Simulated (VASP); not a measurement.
# Bi (R-3m) in VASP: single point with PBE

Aim: the single point of Bi with PBE.

All numbers are computed with VASP 6.6.1; they aren't measurements. Logs are shortened: lines on timing, memory, paths and dates and some standing lists are left out, and cuts for length are marked.

## 1. The cell of the first run

The structure is trigonal, space group R-3m (No. 166). The conventional cell has a = 4.535 Å, b = 4.535 Å, c = 11.814 Å, α = 90.00°, β = 90.00°, γ = 120.00°. Within 4.0 Å of Bi (site symmetry 3m) lie 6 Bi at 3.06 to 3.52 Å.

## 2. Single point, PBE

File POSCAR:

```
Bi
1.0
    2.2675000000      1.3091417354      3.9380000000
   -2.2675000000      1.3091417354      3.9380000000
    0.0000000000     -2.6182834708      3.9380000000
Bi
2
Direct
    0.2340000000      0.2340000000      0.2340000000
    0.7660000000      0.7660000000      0.7660000000
```

File INCAR.step1:

```
SYSTEM = Bi
ALGO     = Normal         ! electronic algorithm
EDIFF    = 1E-6           ! SCF threshold, eV
ENCUT    = 520            ! plane-wave cutoff, eV
GGA      = PE             ! functional
ISIF     = 2              ! what is computed and relaxed
ISMEAR   = 0              ! smearing method
LASPH    = .True.         ! aspherical terms in the spheres
LCHARG   = .True.         ! write CHGCAR
LREAL    = .False.        ! projectors in reciprocal space
LWAVE    = .False.        ! write WAVECAR
NBANDS   = 22             ! bands
NELM     = 80             ! most SCF steps
PREC     = Accurate       ! precision mode
SIGMA    = 0.05           ! smearing width, eV
```

File KPOINTS.step1:

```
k-points
0
Gamma
  9 9 9
  0 0 0
```

File INCAR.step2:

```
SYSTEM = Bi
ALGO     = Normal         ! electronic algorithm
EDIFF    = 1E-6           ! SCF threshold, eV
ENCUT    = 520            ! plane-wave cutoff, eV
GGA      = PE             ! functional
ICHARG   = 11             ! starting density
ISIF     = 2              ! what is computed and relaxed
ISMEAR   = -5             ! smearing method
LASPH    = .True.         ! aspherical terms in the spheres
LCHARG   = .False.        ! write CHGCAR
LORBIT   = 11             ! projections on sites
LREAL    = .False.        ! projectors in reciprocal space
LWAVE    = .False.        ! write WAVECAR
NBANDS   = 22             ! bands
NEDOS    = 2001           ! points of the DOS
NELM     = 80             ! most SCF steps
PREC     = Accurate       ! precision mode
SIGMA    = 0.05           ! smearing width, eV
```

File KPOINTS.step2:

```
k-points
0
Gamma
  14 14 14
  0 0 0
```

Potentials or basis: VASP PAW PBE potentials, release 64 (Bi_d).

Started as:

```sh
cat potpaw_PBE.64/Bi_d/POTCAR > POTCAR
cp INCAR.step1 INCAR
cp KPOINTS.step1 KPOINTS
mpirun -np 1 vasp_std > vasp.out
cp INCAR.step2 INCAR
cp KPOINTS.step2 KPOINTS
mpirun -np 1 vasp_std > vasp.out
```

OUTCAR:

```text
SYSTEM = Bi
   EDIFF = 1E-6
   ENCUT = 520
   GGA = PE
   ICHARG = 11
   ISIF = 2
   ISMEAR = -5
   LASPH = .True.
   LORBIT = 11
   LREAL = .False.
   NELM = 80
   PREC = Accurate

 ion  position               nearest neighbor table
   1  0.234  0.234  0.234-   2 3.06   2 3.06   2 3.06   2 3.52   2 3.52   2 3.52
   2  0.766  0.766  0.766-   1 3.06   1 3.06   1 3.06   1 3.52   1 3.52   1 3.52

  LATTYP: Found a trigonal (rhomboedric) cell.
 ALAT       =     4.7289800521
 COS(alpha) =     0.5401781303

  Lattice vectors:

 A1 = (   2.2675000000,   1.3091417354,   3.9380000000)
 A2 = (  -2.2675000000,   1.3091417354,   3.9380000000)
 A3 = (   0.0000000000,  -2.6182834708,   3.9380000000)

Analysis of symmetry for initial positions (statically):
=====================================================================
 Subroutine PRICEL returns:
 Original cell was already a primitive cell.

 Routine SETGRP: Setting up the symmetry group for a
 trigonal (rhombohedral) supercell.

 Subroutine GETGRP returns: Found 12 space group operations
 (whereof 12 operations were pure point group operations)
 out of a pool of 12 trial point group operations.

The static configuration has the point symmetry D_3d.

Analysis of symmetry for dynamics (positions and initial velocities):
=====================================================================
 Subroutine PRICEL returns:
 Original cell was already a primitive cell.

 Routine SETGRP: Setting up the symmetry group for a
 trigonal (rhombohedral) supercell.

 Subroutine GETGRP returns: Found 12 space group operations
 (whereof 12 operations were pure point group operations)
 out of a pool of 12 trial point group operations.

The dynamic configuration has the point symmetry D_3d.

 Subroutine INISYM returns: Found 12 space group operations
 (whereof 12 operations are pure point group operations),
 and found     1 'primitive' translations

----------------------------------------------------------------------------------------

                                     Primitive cell

  volume of cell :      70.1392

  direct lattice vectors                    reciprocal lattice vectors
     2.267500000  1.309141735  3.938000000     0.220507166  0.127309872  0.084645336
    -2.267500000  1.309141735  3.938000000    -0.220507166  0.127309872  0.084645336
     0.000000000 -2.618283471  3.938000000     0.000000000 -0.254619744  0.084645336

  length of vectors
     4.728980052  4.728980052  4.728980052     0.268320791  0.268320791  0.268320791

  position of ions in fractional coordinates (direct lattice)
     0.234000000  0.234000000  0.234000000
     0.766000000  0.766000000  0.766000000

  ion indices of the primitive-cell ions
   primitive index   ion index
                 1           1
                 2           2

----------------------------------------------------------------------------------------

 KPOINTS: k-points

Automatic generation of k-mesh.
 Grid dimensions read from file:
 generate k-points for:   14   14   14

 Generating k-lattice:

  Cartesian coordinates                     Fractional coordinates (reciprocal lattice)
     0.015750512  0.009093562  0.006046095     0.071428571 -0.000000000  0.000000000
    -0.015750512  0.009093562  0.006046095    -0.000000000  0.071428571  0.000000000
     0.000000000 -0.018187125  0.006046095     0.000000000  0.000000000  0.071428571

  Length of vectors
     0.019165771  0.019165771  0.019165771

  Shift w.r.t. Gamma in fractional coordinates (k-lattice)
     0.000000000  0.000000000  0.000000000

 TETIRR: Found   1372 inequivalent tetrahedra from    16464

 Subroutine IBZKPT returns following result:
 ===========================================

 Found    288 irreducible k-points:

 Following reciprocal coordinates:
            Coordinates               Weight
  0.000000  0.000000  0.000000      1.000000
  0.071429  0.000000  0.000000      6.000000
  0.142857  0.000000  0.000000      6.000000
  0.214286 -0.000000  0.000000      6.000000
  0.285714  0.000000  0.000000      6.000000
  0.357143  0.000000 -0.000000      6.000000
[... 16 lines left out ...]
  0.214286  0.142857  0.000000     12.000000
  0.285714  0.142857  0.000000     12.000000
 [... further k-points ...]
   k-points           NKPTS =    288   k-points in BZ     NKDIM =    288   number of bands    NBANDS=     22
   number of dos      NEDOS =   2001   number of ions     NIONS =      2
   total plane-waves  NPLWV =  46656
   dimension x,y,z NGX =    36 NGY =   36 NGZ =   36
   dimension x,y,z NGXF=    72 NGYF=   72 NGZF=   72
   ions per type =               2
   NGX,Y,Z   is equivalent  to a cutoff of  12.66, 12.66, 12.66 a.u.
   NGXF,Y,Z  is equivalent  to a cutoff of  25.31, 25.31, 25.31 a.u.
 SYSTEM =  Bi
   PREC   = accura    normal or accurate (medium, high low for compatibility)
   ISTART =      0    job   : 0-new  1-cont  2-samecut
   ICHARG =     11    charge: 1-file 2-atom 10-const
   ISPIN  =      1    spin polarized calculation?
   LNONCOLLINEAR =      F non collinear calculations
   LSORBIT =      F    spin-orbit coupling
   LASPH  =      T    aspherical Exc in radial PAW
   ENCUT  =  520.0 eV  38.22 Ry    6.18 a.u.   8.79  8.79  8.79*2*pi/ulx,y,z
   NELM   =     80;   NELMIN=  2; NELMDL=  0     # of ELM steps
   EDIFF  = 0.1E-05   stopping-criterion for ELM
   LREAL  =      F    real-space projection
   EDIFFG = 0.1E-04   stopping-criterion for IOM
   NSW    =      0    number of steps for IOM
   IBRION =     -1    ionic relax: 0-MD 1-quasi-New 2-CG
   NFREE  =      0    steps in history (QN), initial steepest desc. (CG)
   ISIF   =      2    stress and relaxation
   ISYM   =      2    0-nonsym 1-usesym 2-fastsym
   POTIM  = 0.5000    time-step for ionic-motion
   TEBEG  =    0.0;   TEEND  =   0.0 temperature during run
   PSTRESS=    0.0 pullay stress
   NELECT =      30.0000    total number of electrons
   NUPDOWN=      -1.0000    fix difference up-down
   EMIN   =  10.00;   EMAX   =-10.00  energy-range for DOS
   EFERMI =   0.00;   METHOD = LEGACY
   ISMEAR =    -5;   SIGMA  =   0.05  broadening in eV -4-tet -1-fermi 0-gaus
   EFERMI_NEDOS =   21; number of points for ismear=-14 and -15
   IALGO  =     38    algorithm
   IMIX   =      4    mixing-type and parameters
     AMIX     =   0.40;   BMIX     =  1.00
     AMIX_MAG =   1.60;   BMIX_MAG =  1.00
  volume/ion in A,a.u.               =      35.07       236.66
  Fermi-wavevector in a.u.,A,eV,Ry     =   1.233469  2.330919 20.700530  1.521446
  Thomas-Fermi vector in A             =   2.368198
   LORBIT       =     11    0 simple, 1 ext, 2 COOP (PROOUT), +10 PAW based schemes
   GGA     = PE    functional components
   LHFCALC =     F    Hartree Fock is set to
   AEXX    =    0.0000 exact exchange contribution
   IVDW    =     0    specifies the selected vdW correction
   LEPSILON=     F    determine dielectric tensor
   LRPA    =     F    only Hartree local field effects (RPA)
 non-spin polarized calculation
 Fermi weights with tetrahedron method with Bloechl corrections
  energy-cutoff  :      520.00
  volume of cell :       70.14
 maximum number of plane-waves:      1934

 number of electron      30.0000004 magnetization

 Free energy of the ion-electron system (eV)
  ---------------------------------------------------
  ext. energy  EPLUGINS =         0.00000000
  ---------------------------------------------------
  free energy    TOTEN  =        -7.74868462 eV

  energy without entropy =       -7.74868462  energy(sigma->0) =       -7.74868462

 E-fermi :   6.2941     XC(G=0):  -9.5452

 val. band max:        6.3543430438   @ k =  -0.4286   0.5000   0.4286
 cond. band min:       6.1214890267   @ k =   0.5000   0.0000   0.0000
 fundamental gap:     -0.2328540171
 Fermi energy:         6.2940574394

 k-point     1 :       0.0000    0.0000    0.0000
  band No.  band energies     occupation
      1     -16.5615      2.00000
      2     -16.5615      2.00000
      3     -16.4078      2.00000
      4     -16.4078      2.00000
      5     -16.3910      2.00000
      6     -16.2209      2.00000
[... 14 lines left out ...]
     21      12.1643      0.00000
     22      12.4967      0.00000

 k-point     2 :       0.0714    0.0000    0.0000
  band No.  band energies     occupation
      1     -16.5577      2.00000
      2     -16.5567      2.00000
      3     -16.4061      2.00000
      4     -16.4049      2.00000
      5     -16.3885      2.00000
      6     -16.2232      2.00000
[... 14 lines left out ...]
     21      12.2039      0.00000
     22      12.9535      0.00000

 k-point     3 :       0.1429    0.0000    0.0000
  band No.  band energies     occupation
      1     -16.5468      2.00000
      2     -16.5425      2.00000
      3     -16.4014      2.00000
      4     -16.3964      2.00000
      5     -16.3809      2.00000
      6     -16.2307      2.00000
[... 14 lines left out ...]
     21      12.3946      0.00000
     22      13.9326      0.00000
[... 476 lines left out ...]
 k-point    23 :       0.2143    0.1429    0.0000
  band No.  band energies     occupation
      1     -16.5536      2.00000
      2     -16.5026      2.00000
      3     -16.4048      2.00000
      4     -16.3820      2.00000
      5     -16.3662      2.00000
      6     -16.2447      2.00000
[... 14 lines left out ...]
     21      13.2520      0.00000
     22      13.8298      0.00000

 k-point    24 :       0.2857    0.1429    0.0000
  band No.  band energies     occupation
      1     -16.5404      2.00000
      2     -16.4779      2.00000
      3     -16.3970      2.00000
      4     -16.3740      2.00000
      5     -16.3509      2.00000
      6     -16.2604      2.00000
[... 14 lines left out ...]
     21      13.7774      0.00000
     22      14.8121      0.00000

 [... further k-points ...]

------------------------ aborting loop because EDIFF is reached ----------------------------------------

  FORCE on cell =-STRESS in cart. coord.  units (eV):
  Direction    XX          YY          ZZ          XY          YZ          ZX
  --------------------------------------------------------------------------------------
  -------------------------------------------------------------------------------------
  Total        0.9983328      0.9983328      1.0030905      0.0000000     -0.0000000      0.0000000
  in kB       22.8047342     22.8047342     22.9134114      0.0000000     -0.0000000      0.0000000
  external PRESSURE =      22.8409599 kB  Pullay stress =       0.0000000 kB

 VOLUME and BASIS-vectors are now :
 -----------------------------------------------------------------------------
  energy-cutoff  :      520.00
  volume of cell :       70.14
      direct lattice vectors                 reciprocal lattice vectors
     2.267500000  1.309141735  3.938000000     0.220507166  0.127309872  0.084645336
    -2.267500000  1.309141735  3.938000000    -0.220507166  0.127309872  0.084645336
     0.000000000 -2.618283471  3.938000000     0.000000000 -0.254619744  0.084645336

 POSITION                                       TOTAL-FORCE (eV/Angst)
 -----------------------------------------------------------------------------------
      0.00000      0.00000      2.76448         0.000000      0.000000      0.227853
      0.00000      0.00000      9.04952         0.000000     -0.000000     -0.227853
 -----------------------------------------------------------------------------------
    total drift:                               -0.000000     -0.000000      0.000000

  FREE ENERGIE OF THE ION-ELECTRON SYSTEM (eV)
  ---------------------------------------------------
  free  energy   TOTEN  =        -7.7486846247 eV

  energy  without entropy=       -7.7486846247  energy(sigma->0) =       -7.74868462

 total charge

# of ion       s       p       d       tot
------------------------------------------
    1        1.531   1.365   9.913  12.809
    2        1.531   1.365   9.913  12.809
--------------------------------------------------
tot          3.062   2.730  19.825  25.617
```

Wall time 2.5 min (1 thread of Intel Xeon 6975P-C (Granite Rapids), shared host); peak memory 0.45 GiB.

What came out:

| Quantity | Value |
| --- | --- |
| Valence electrons inside the program's atomic spheres | Bi 12.81 |

Caveat: spin-orbit coupling is left out, which moves the levels of the heavy elements.
